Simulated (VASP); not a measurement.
# Ge in VASP: further runs

The runs below take Ge through single point, with PBE.

Program: VASP 6.6.1. These are calculated values, not measurements. Logs are shortened: lines on timing, memory, paths and dates and some standing lists are left out, and cuts for length are marked.

### 1 The cell of the first run

It takes space group Fd-3m (No. 227, cubic). Conventional cell: a = 5.516 Å, b = 5.516 Å, c = 5.516 Å, α = 90.00°, β = 90.00°, γ = 90.00°. Within 3.2 Å of Ge (site symmetry -43m) lie 4 Ge at 2.39 Å.

### 2 Single point, PBE (strain -0.025 along x and y, -0.025 along z)

File INCAR:

```
SYSTEM = Ge
PREC = Accurate ; ENCUT = 520
EDIFF = 1E-6 ; ISMEAR = 0
SIGMA = 0.15 ; LREAL = .FALSE.
LASPH = .TRUE. ; NELM = 80
ALGO = Normal ; ISIF = 2
LWAVE = .FALSE. ; LCHARG = .FALSE.
GGA = PE ; NBANDS = 21
```

File KPOINTS:

```
Automatic mesh
0
G
  14 14 14
  0 0 0
```

File POSCAR:

```
Ge
1.0
    0.0000000000      2.7580507500      2.7580507500
    2.7580507500      0.0000000000      2.7580507500
    2.7580507500      2.7580507500      0.0000000000
Ge
2
Direct
    0.5000000000      0.5000000000      0.5000000000
    0.7500000000      0.7500000000      0.7500000000
```

Potentials or basis: VASP PAW PBE potentials, release 64 (Ge_d).

The run is started by

```console
cat potpaw_PBE.64/Ge_d/POTCAR > POTCAR
mpirun -np 1 vasp_std > vasp.out
```

OUTCAR:

```text
SYSTEM = Ge
   PREC = Accurate
   ENCUT = 520
   EDIFF = 1E-6
   ISMEAR = 0
   LREAL = .FALSE.
   LASPH = .TRUE.
   NELM = 80
   ISIF = 2
   GGA = PE

 ion  position               nearest neighbor table
   1  0.500  0.500  0.500-   2 2.39   2 2.39   2 2.39   2 2.39
   2  0.750  0.750  0.750-   1 2.39   1 2.39   1 2.39   1 2.39

  LATTYP: Found a face centered cubic cell.
 ALAT       =     5.5161015000

  Lattice vectors:

 A1 = (   0.0000000000,   2.7580507500,   2.7580507500)
 A2 = (   2.7580507500,   0.0000000000,   2.7580507500)
 A3 = (   2.7580507500,   2.7580507500,   0.0000000000)

Analysis of symmetry for initial positions (statically):
=====================================================================
 Subroutine PRICEL returns:
 Original cell was already a primitive cell.

 Routine SETGRP: Setting up the symmetry group for a
 face centered cubic supercell.

 Subroutine GETGRP returns: Found 48 space group operations
 (whereof 24 operations were pure point group operations)
 out of a pool of 48 trial point group operations.

The static configuration has the point symmetry T_d .
 The point group associated with its full space group is O_h .

Analysis of symmetry for dynamics (positions and initial velocities):
=====================================================================
 Subroutine PRICEL returns:
 Original cell was already a primitive cell.

 Routine SETGRP: Setting up the symmetry group for a
 face centered cubic supercell.

 Subroutine GETGRP returns: Found 48 space group operations
 (whereof 24 operations were pure point group operations)
 out of a pool of 48 trial point group operations.

The dynamic configuration has the point symmetry T_d .
 The point group associated with its full space group is O_h .

 Subroutine INISYM returns: Found 48 space group operations
 (whereof 24 operations are pure point group operations),
 and found     1 'primitive' translations

----------------------------------------------------------------------------------------

                                     Primitive cell

  volume of cell :      41.9601

  direct lattice vectors                    reciprocal lattice vectors
     0.000000000  2.758050750  2.758050750    -0.181287455  0.181287455  0.181287455
     2.758050750  0.000000000  2.758050750     0.181287455 -0.181287455  0.181287455
     2.758050750  2.758050750  0.000000000     0.181287455  0.181287455 -0.181287455

  length of vectors
     3.900472776  3.900472776  3.900472776     0.313999082  0.313999082  0.313999082
[... 74 lines left out ...]
   ICHARG =      2    charge: 1-file 2-atom 10-const
   ISPIN  =      1    spin polarized calculation?
   LNONCOLLINEAR =      F non collinear calculations
   LSORBIT =      F    spin-orbit coupling
   LASPH  =      T    aspherical Exc in radial PAW
   ENCUT  =  520.0 eV  38.22 Ry    6.18 a.u.   7.25  7.25  7.25*2*pi/ulx,y,z
   NELM   =     80;   NELMIN=  2; NELMDL= -5     # of ELM steps
   EDIFF  = 0.1E-05   stopping-criterion for ELM
   LREAL  =      F    real-space projection
   EDIFFG = 0.1E-04   stopping-criterion for IOM
   NSW    =      0    number of steps for IOM
   IBRION =     -1    ionic relax: 0-MD 1-quasi-New 2-CG
   NFREE  =      0    steps in history (QN), initial steepest desc. (CG)
   ISIF   =      2    stress and relaxation
   ISYM   =      2    0-nonsym 1-usesym 2-fastsym
   POTIM  = 0.5000    time-step for ionic-motion
   TEBEG  =    0.0;   TEEND  =   0.0 temperature during run
   PSTRESS=    0.0 pullay stress
   NELECT =      28.0000    total number of electrons
   NUPDOWN=      -1.0000    fix difference up-down
   EMIN   =  10.00;   EMAX   =-10.00  energy-range for DOS
   EFERMI =   0.00;   METHOD = LEGACY
   ISMEAR =     0;   SIGMA  =   0.15  broadening in eV -4-tet -1-fermi 0-gaus
   EFERMI_NEDOS =   21; number of points for ismear=-14 and -15
   IALGO  =     38    algorithm
   IMIX   =      4    mixing-type and parameters
     AMIX     =   0.40;   BMIX     =  1.00
     AMIX_MAG =   1.60;   BMIX_MAG =  1.00
  volume/ion in A,a.u.               =      20.98       141.58
  Fermi-wavevector in a.u.,A,eV,Ry     =   1.430590  2.703424 27.845526  2.046588
  Thomas-Fermi vector in A             =   2.550419
   LORBIT       =      0    0 simple, 1 ext, 2 COOP (PROOUT), +10 PAW based schemes
   GGA     = PE    functional components
   LHFCALC =     F    Hartree Fock is set to
   AEXX    =    0.0000 exact exchange contribution
   IVDW    =     0    specifies the selected vdW correction
   LEPSILON=     F    determine dielectric tensor
   LRPA    =     F    only Hartree local field effects (RPA)
 non-spin polarized calculation
 Gauss-broadening in eV      SIGMA  =   0.15
  energy-cutoff  :      520.00
  volume of cell :       41.96
 maximum number of plane-waves:      1158
 NGX is ok and might be reduce to    30
   NGX = 15   NGY = 15   NGZ = 15

 number of electron      27.9999974 magnetization

 Free energy of the ion-electron system (eV)
  ---------------------------------------------------
  ext. energy  EPLUGINS =         0.00000000
  ---------------------------------------------------
  free energy    TOTEN  =        -8.86812598 eV

  energy without entropy =       -8.86807251  energy(sigma->0) =       -8.86809924

 E-fermi :   5.9592     XC(G=0): -10.2917

 val. band max:        5.7663059949   @ k =   0.0000   0.0000   0.0000
 cond. band min:       6.1945979411   @ k =   0.5000   0.0000   0.0000
 fundamental gap:      0.4282919462
 Fermi energy:         5.9592189295

 k-point     1 :       0.0000    0.0000    0.0000
  band No.  band energies     occupation
      1     -19.1744      2.00000
      2     -19.1744      2.00000
      3     -19.1744      2.00000
      4     -19.1319      2.00000
      5     -19.1319      2.00000
      6     -18.8765      2.00000
[... 565 lines left out ...]
     20      15.3800      0.00000
     21      15.7751      0.00000

 [... further k-points ...]
[... 5 lines left out ...]
  --------------------------------------------------------------------------------------
  -------------------------------------------------------------------------------------
  Total        2.7400869      2.7400869      2.7400869      0.0000000      0.0000000      0.0000000
  in kB      104.6256505    104.6256505    104.6256505      0.0000000      0.0000000      0.0000000
  external PRESSURE =     104.6256505 kB  Pullay stress =       0.0000000 kB

 VOLUME and BASIS-vectors are now :
 -----------------------------------------------------------------------------
  energy-cutoff  :      520.00
  volume of cell :       41.96
      direct lattice vectors                 reciprocal lattice vectors
     0.000000000  2.758050750  2.758050750    -0.181287455  0.181287455  0.181287455
     2.758050750  0.000000000  2.758050750     0.181287455 -0.181287455  0.181287455
     2.758050750  2.758050750  0.000000000     0.181287455  0.181287455 -0.181287455

 POSITION                                       TOTAL-FORCE (eV/Angst)
 -----------------------------------------------------------------------------------
      2.75805      2.75805      2.75805         0.000000      0.000000     -0.000000
      4.13708      4.13708      4.13708        -0.000000     -0.000000      0.000000
 -----------------------------------------------------------------------------------
    total drift:                                0.000000     -0.000000     -0.000000

  FREE ENERGIE OF THE ION-ELECTRON SYSTEM (eV)
  ---------------------------------------------------
  free  energy   TOTEN  =        -8.8681259801 eV

  energy  without entropy=       -8.8680725052  energy(sigma->0) =       -8.86809924
```

OSZICAR:

```text
N       E                     dE             d eps       ncg     rms          rms(c)
DAV:   1     0.190038845453E+03    0.19004E+03   -0.14549E+04  4878   0.375E+03
DAV:   2     0.180116936130E+02   -0.17203E+03   -0.16639E+03  4388   0.611E+02
DAV:   3    -0.812327914540E+01   -0.26135E+02   -0.25959E+02  4938   0.142E+02
DAV:   4    -0.896841695921E+01   -0.84514E+00   -0.84468E+00  4993   0.301E+01
DAV:   5    -0.898162462918E+01   -0.13208E-01   -0.13207E-01  4913   0.410E+00    0.355E+00
DAV:   6    -0.890520474565E+01    0.76420E-01   -0.25975E-02  5085   0.134E+00    0.210E+00
DAV:   7    -0.886624174152E+01    0.38963E-01   -0.58624E-02  5341   0.196E+00    0.151E-01
DAV:   8    -0.886794037382E+01   -0.16986E-02   -0.55308E-03  4868   0.758E-01    0.442E-02
DAV:   9    -0.886812088362E+01   -0.18051E-03   -0.23096E-04  4908   0.142E-01    0.143E-02
DAV:  10    -0.886812443111E+01   -0.35475E-05   -0.14253E-05  5612   0.498E-02    0.648E-03
DAV:  11    -0.886812579465E+01   -0.13635E-05   -0.34970E-06  3941   0.182E-02    0.194E-03
DAV:  12    -0.886812598011E+01   -0.18546E-06   -0.23572E-07  3266   0.357E-03
   1 F= -.88681260E+01 E0= -.88680992E+01  d E =-.534749E-04
```

It took 45 s on 1 thread of Intel Xeon 6975P-C (Granite Rapids), shared host; peak memory 0.21 GiB.

Results:

| Property | Result |
| --- | --- |
| Free energy | -8.8681 eV |
| Pressure | 10.5 GPa |
| Band gap on the k mesh | 0.43 eV, indirect (least direct gap 0.75 eV) |

Levels at points of the mesh, in eV from the valence-band top:
```csv
k point,band 11,band 12,band 13,band 14,band 15,band 16,band 17,band 18
"(0.00, 0.00, 0.00)",-13.38,0.00,0.00,0.00,0.75,2.58,2.58,2.58
"(0.50, 0.00, 0.00)",-11.09,-7.98,-1.53,-1.53,0.43,3.78,3.78,7.15
"(0.50, 0.50, 0.00)",-9.19,-9.19,-3.35,-3.35,0.65,0.65,10.16,10.16
```

Caveat: the cell differs from its parent crystal (strain -0.025 along x and y, -0.025 along z). A k mesh can miss the band edges.

### 3 Single point, PBE (strain +0.025 along x and y, +0.025 along z)

File INCAR:

```
SYSTEM = Ge
PREC     = Accurate       ! precision mode
ENCUT    = 520            ! plane-wave cutoff, eV
EDIFF    = 1E-7           ! SCF threshold, eV
ISMEAR   = 0              ! smearing method
SIGMA    = 0.15           ! smearing width, eV
LREAL    = .False.        ! projectors in reciprocal space
LASPH    = .True.         ! aspherical terms in the spheres
NELM     = 60             ! most SCF steps
ALGO     = Normal         ! electronic algorithm
ISIF     = 2              ! what is computed and relaxed
LWAVE    = .False.        ! write WAVECAR
LCHARG   = .True.         ! write CHGCAR
GGA      = PE             ! functional
LELF     = .True.         ! ELF
LVHAR    = .True.       
NBANDS   = 21             ! bands
```

File KPOINTS:

```
Automatic mesh
0
Gamma
  14 14 14
  0 0 0
```

File POSCAR:

```
Ge
1.0
    0.0000000000      2.8994892500      2.8994892500
    2.8994892500      0.0000000000      2.8994892500
    2.8994892500      2.8994892500      0.0000000000
Ge
2
Direct
    0.5000000000      0.5000000000      0.5000000000
    0.7500000000      0.7500000000      0.7500000000
```

Potentials or basis: VASP PAW PBE potentials, release 64 (Ge_d).

The run is started by

```console
cat potpaw_PBE.64/Ge_d/POTCAR > POTCAR
mpirun -np 1 vasp_std > vasp.out
```

Wall time 42 s (1 thread of Intel Xeon 6975P-C (Granite Rapids), shared host); peak memory 0.22 GiB.

Results (log left out):

| Item | Value |
| --- | --- |
| Free energy | -9.0339 eV |
| Pressure | -1.2 GPa |
| Band gap on the k mesh | zero (band 14 reaches 4.30 eV, above the bottom of band 15 at 4.27 eV) |

Levels at points of the mesh, in eV from the Fermi level:
```csv
k point,band 12,band 13,band 14,band 15,band 16,band 17
"(0.00, 0.00, 0.00)",-0.61,0.02,0.02,0.02,2.54,2.54
"(0.50, 0.00, 0.00)",-7.26,-1.28,-1.28,-0.01,3.72,3.72
"(0.50, 0.50, 0.00)",-8.60,-2.81,-2.81,0.86,0.86,8.93
```

Caveat: the cell differs from its parent crystal (strain +0.025 along x and y, +0.025 along z).

### 4 Single point, PBE (strain +0.050 along x and y, +0.050 along z)

File INCAR:

```
PREC = Accurate
ENCUT = 520
EDIFF = 1E-6
ISMEAR = 0
SIGMA = 0.15
LREAL = F
LASPH = T
NELM = 100
ALGO = Normal
ISIF = 2
LWAVE = F
LCHARG = F
GGA = PE
NBANDS = 21
```

File KPOINTS:

```
regular mesh
0
Gamma
  14 14 14
```

File POSCAR:

```
Ge
1.0
    0.0000000000      2.9702085000      2.9702085000
    2.9702085000      0.0000000000      2.9702085000
    2.9702085000      2.9702085000      0.0000000000
Ge
2
Direct
    0.5000000000      0.5000000000      0.5000000000
    0.7500000000      0.7500000000      0.7500000000
```

The run is started by

```console
cat potpaw_PBE.64/Ge_d/POTCAR > POTCAR
mpirun -np 1 vasp_std > vasp.out
```

It took 30 s on 1 thread of Intel Xeon 6975P-C (Granite Rapids), shared host; peak memory 0.23 GiB.

The run converged. Its results:

```
Free energy            : -8.9699 eV
Pressure               : -4.4 GPa
Band gap on the k mesh : zero (band 14 reaches 3.67 eV, above the bottom of band 15 at 3.45 eV)
```

Levels at points of the mesh, in eV from the Fermi level:
```csv
k point,band 11,band 12,band 13,band 14,band 15,band 16,band 17,band 18
"(0.00, 0.00, 0.00)",-11.66,-1.15,0.08,0.08,0.08,2.56,2.56,2.56
"(0.50, 0.00, 0.00)",-9.91,-6.94,-1.12,-1.12,-0.14,3.72,3.72,7.08
"(0.50, 0.50, 0.00)",-8.31,-8.31,-2.52,-2.52,0.98,0.98,8.43,8.43
```

Caveat: the cell differs from its parent crystal (strain +0.050 along x and y, +0.050 along z).

### 5 Single point, PBE (strain +0.000 along x and y, -0.025 along z)

File INCAR:

```
ALGO = Normal ; EDIFF = 1E-6
ENCUT = 520 ; GGA = PE
ISIF = 2 ; ISMEAR = 0
LASPH = T ; LCHARG = F
LREAL = F ; LWAVE = F
NBANDS = 21 ; NELM = 80
PREC = Accurate ; SIGMA = 0.15
```

File KPOINTS:

```
k-points
0
Gamma
  14 14 14
```

File POSCAR:

```
Ge
1.0
    0.0000000000      2.8287700000      2.7580507500
    2.8287700000      0.0000000000      2.7580507500
    2.8287700000      2.8287700000      0.0000000000
Ge
2
Direct
    0.5000000000      0.5000000000      0.5000000000
    0.7500000000      0.7500000000      0.7500000000
```

The run is started by

```console
cat potpaw_PBE.64/Ge_d/POTCAR > POTCAR
mpirun -np 1 vasp_std > vasp.out
```

It took 1.8 min on 1 thread of Intel Xeon 6975P-C (Granite Rapids), shared host; peak memory 0.3 GiB.

It converged, with:

| Item | Value |
| --- | --- |
| Free energy | -8.9727 eV |
| Pressure | 5.6 GPa |

Stress tensor (GPa, compression positive):
```
5.05 0.00 0.00
0.00 5.05 0.00
0.00 0.00 6.79
```

Levels at points of the mesh, in eV from the Fermi level:
| k point | band 10 | band 11 | band 12 | band 13 | band 14 | band 15 | band 16 | band 17 | band 18 | band 19 |
| --- | --- | --- | --- | --- | --- | --- | --- | --- | --- | --- |
| (0.00, 0.00, 0.00) | -24.70 | -13.10 | -0.19 | -0.19 | 0.00 | 0.14 | 2.36 | 2.48 | 2.48 | 6.36 |
| (0.50, 0.00, 0.00) | -24.67 | -10.94 | -7.84 | -1.69 | -1.46 | 0.12 | 3.55 | 3.73 | 7.02 | 10.54 |
| (0.50, 0.50, 0.00) | -24.66 | -9.03 | -9.03 | -3.41 | -3.41 | 0.46 | 0.46 | 9.61 | 9.61 | 11.80 |
| (0.50, 0.00, 0.50) | -24.66 | -9.15 | -9.15 | -3.23 | -3.23 | 0.66 | 0.66 | 9.56 | 9.56 | 11.65 |

Caveat: the cell differs from its parent crystal (strain +0.000 along x and y, -0.025 along z).

### 6 Single point, PBE (strain +0.000 along x and y, +0.025 along z)

File INCAR:

```
ALGO = Normal
EDIFF = 1E-7
ENCUT = 520
GGA = PE
ISIF = 2
ISMEAR = 0
LASPH = T
LCHARG = T
LELF = T
LREAL = F
LVHAR = T
LWAVE = F
NBANDS = 21
NELM = 100
PREC = Accurate
SIGMA = 0.15
```

KPOINTS is that of step 5.

File POSCAR:

```
Ge
1.0
    0.0000000000      2.8287700000      2.8994892500
    2.8287700000      0.0000000000      2.8994892500
    2.8287700000      2.8287700000      0.0000000000
Ge
2
Direct
    0.5000000000      0.5000000000      0.5000000000
    0.7500000000      0.7500000000      0.7500000000
```

Potentials or basis: VASP PAW PBE potentials, release 64 (Ge_d).

The run is started by

```console
cat potpaw_PBE.64/Ge_d/POTCAR > POTCAR
mpirun -np 1 vasp_std > vasp.out
```

OUTCAR:

```text
EDIFF = 1E-7
   ENCUT = 520
   GGA = PE
   ISIF = 2
   ISMEAR = 0
   LASPH = T
   LREAL = F
   NELM = 100
   PREC = Accurate

 ion  position               nearest neighbor table
   1  0.500  0.500  0.500-   2 2.47   2 2.47   2 2.47   2 2.47
   2  0.750  0.750  0.750-   1 2.47   1 2.47   1 2.47   1 2.47

  LATTYP: Found a body centered tetragonal cell.
 ALAT       =     4.0004848988
 C/A-ratio  =     1.4495689014

  Lattice vectors:

 A1 = (  -2.8287700000,   0.0000000000,   2.8994892500)
[... 190 lines left out ...]
      3     -20.0228      2.00000
      4     -19.9927      2.00000
      5     -19.9912      2.00000
      6     -19.8013      2.00000
[... 565 lines left out ...]
     20      13.9722      0.00000
     21      14.5690      0.00000

 [... further k-points ...]
[... 5 lines left out ...]
  --------------------------------------------------------------------------------------
  -------------------------------------------------------------------------------------
  Total        0.6907367      0.6907367      0.1795240      0.0000000      0.0000000      0.0000000
  in kB       23.8493394     23.8493394      6.1984966      0.0000000      0.0000000      0.0000000
  external PRESSURE =      17.9657251 kB  Pullay stress =       0.0000000 kB

 VOLUME and BASIS-vectors are now :
 -----------------------------------------------------------------------------
  energy-cutoff  :      520.00
  volume of cell :       46.40
      direct lattice vectors                 reciprocal lattice vectors
     0.000000000  2.828770000  2.899489250    -0.176755268  0.176755268  0.172444164
     2.828770000  0.000000000  2.899489250     0.176755268 -0.176755268  0.172444164
     2.828770000  2.828770000  0.000000000     0.176755268  0.176755268 -0.172444164

 POSITION                                       TOTAL-FORCE (eV/Angst)
 -----------------------------------------------------------------------------------
      2.82877      2.82877      2.89949         0.000000      0.000000      0.000000
      4.24315      4.24315      4.34923        -0.000000     -0.000000     -0.000000
 -----------------------------------------------------------------------------------
    total drift:                                0.000000     -0.000000     -0.000000

  FREE ENERGIE OF THE ION-ELECTRON SYSTEM (eV)
  ---------------------------------------------------
  free  energy   TOTEN  =        -9.0249315869 eV

  energy  without entropy=       -9.0242434641  energy(sigma->0) =       -9.02458753
```

Wall time 87 s (1 thread of Intel Xeon 6975P-C (Granite Rapids), shared host); peak memory 0.3 GiB.

What came out:

* Free energy: -9.0249 eV
* Pressure: 1.8 GPa
* Band gap on the k mesh: zero (filled and empty bands touch)

Caveat: the cell differs from its parent crystal (strain +0.000 along x and y, +0.025 along z).

### 7 Overview

| cell | gap on the mesh (eV) | pressure (GPa) |
| --- | --- | --- |
| a = 3.900 Å, angles 60.0°, 2 atoms | 0.43 | 10.5 |
| a = 4.100 Å, angles 60.0°, 2 atoms | none | -1.2 |
| a = 4.201 Å, angles 60.0°, 2 atoms | none | -4.4 |
| a = 3.951, b = 3.951, c = 4.000 Å, angles 59.6, 59.6, 60.8°, 2 atoms | - | 5.6 |
| a = 4.051, b = 4.051, c = 4.000 Å, angles 60.4, 60.4, 59.2°, 2 atoms | none | 1.8 |

Alike in all rows: task single point; level PBE; potentials or basis VASP PAW PBE potentials, release 64 (Ge_d); no spin polarisation; k mesh 14 × 14 × 14; cutoff (eV) 520; smearing gaussian 0.15 eV.

Total energies depend on the potentials used, so only differences within one code and one set of settings carry meaning.
